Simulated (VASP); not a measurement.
Here is a VASP 6.6.1 calculation.

The input INCAR:

```
SYSTEM = Zn
  PREC = Accurate
  ENCUT = 520
  EDIFF = 1E-6
  ISMEAR = -1
  SIGMA = 0.6
  LREAL = .False.
  LASPH = .True.
  NELM = 80
  ALGO = Normal
  ISIF = 2
  LWAVE = .False.
  LCHARG = .False.
  GGA = CA
  NBANDS = 19
```

KPOINTS

```
Automatic mesh
0
Gamma
  14 14 7
  0 0 0
```

The input POSCAR:

```
Zn
1.0
    2.5709734941      0.0000000000      0.0000000000
   -1.2854867470      2.2265283583      0.0000000000
    0.0000000000      0.0000000000      4.7361908757
Zn
2
Direct
    0.3333333333      0.6666666667      0.2500000000
    0.6666666667      0.3333333333      0.7500000000
```

Potentials or basis: VASP PAW LDA potentials, release 64 (Zn).

The run is started by

```bash
$ cat potpaw_LDA.64/Zn/POTCAR > POTCAR
$ mpirun -np 1 vasp_std > vasp.out
```

Q: Predict the pressure.

A: 2.7 GPa.

Q: What does it give for the band gap on the k mesh?

A: Zero (band 12 reaches 5.21 eV, above the bottom of band 13 at 0.86 eV).

Stress tensor (GPa, compression positive):
```
3.35 0.00 0.00
0.00 3.35 0.00
0.00 0.00 1.55
```
